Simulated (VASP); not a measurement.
Wanted: the native input for a VASP 6.6.1 run.

```yaml
Task: single point
Functional: PBE
Potentials_or_basis: VASP PAW PBE potentials, release 64 (Mn_pv, O)
Cutoff: 520 eV
k_mesh: 8 × 8 × 12
Occupations: gaussian, width 0.1 eV
Spin: collinear spin, ferromagnetic start
Starting_moments: "[3.05, 3.05, 0.0, 0.0, 0.0, 0.0] μB"
Hubbard_terms: Mn d U = 3.9 eV
Dipole_correction: no
Further_INCAR_settings: ALGO = Normal; EDIFF = 1e-06; NBANDS = 38
```

The structure of MnO2 lies in POSCAR:

```
MnO2
1.0
    4.4557270880      0.0000000000      0.0000000000
    0.0000000000      4.4557270880      0.0000000000
    0.0000000000      0.0000000000      3.1199621670
Mn O
2 4
Direct
    0.0000000000      0.0000000000      0.0000000000
    0.5000000000      0.5000000000      0.5000000000
    0.3078366490      0.3078366490      0.0000000000
    0.1921633510      0.8078366490      0.5000000000
    0.6921633510      0.6921633510      0.0000000000
    0.8078366490      0.1921633510      0.5000000000
```

This cell differs from its parent crystal: strain along c alone, the other axes held: +6.0 %, then relaxed in part.

The input as run:

INCAR

```
ALGO     = Normal         # electronic algorithm
EDIFF    = 1E-6           # SCF threshold, eV
ENCUT    = 520            # plane-wave cutoff, eV
GGA      = PE             # functional
ISIF     = 2              # what is computed and relaxed
ISMEAR   = 0              # smearing method
ISPIN    = 2              # spin polarisation
LASPH    = T              # aspherical terms in the spheres
LCHARG   = F              # write CHGCAR
LDAU     = T              # DFT+U
LDAUJ    = 0 0          
LDAUL    = 2 -1           # shell
LDAUPRINT= 1            
LDAUTYPE = 2            
LDAUU    = 3.9 0          # U, eV
LMAXMIX  = 4              # l up to which the mixer works
LORBIT   = 11             # projections on sites
LREAL    = F              # projectors in reciprocal space
LWAVE    = F              # write WAVECAR
MAGMOM   = 3.05 3.05 0 0 0 0 # initial moments
NBANDS   = 38             # bands
NELM     = 150            # most SCF steps
PREC     = Accurate       # precision mode
SIGMA    = 0.1            # smearing width, eV
```

KPOINTS

```
k-points
0
Gamma
  8 8 12
```

Potentials or basis: VASP PAW PBE potentials, release 64 (Mn_pv, O).

Launch:

```sh
$ cat potpaw_PBE.64/Mn_pv/POTCAR potpaw_PBE.64/O/POTCAR > POTCAR
$ mpirun -np 1 vasp_std > vasp.out
```

Results of the run:

| Quantity | Value |
| --- | --- |
| Pressure | -7.9 GPa |
| Largest force | 0.019 eV/Å |
| Net moment | 6.05 μB per cell |
| Site moments | Mn +3.38; O -0.19 μB |
| Valence electrons inside the program's atomic spheres | Mn 11.43; O 4.98 |

Caveat: the cell differs from its parent crystal (strain along c alone, the other axes held: +6.0 %, then relaxed in part); only a ferromagnetic start was run, and an antiferromagnetic order may lie lower in energy.

Run time: 4.7 min on 1 thread of Intel(R) Xeon(R) Platinum 8559C (Emerald Rapids) (shared host), peak memory 0.44 GiB.
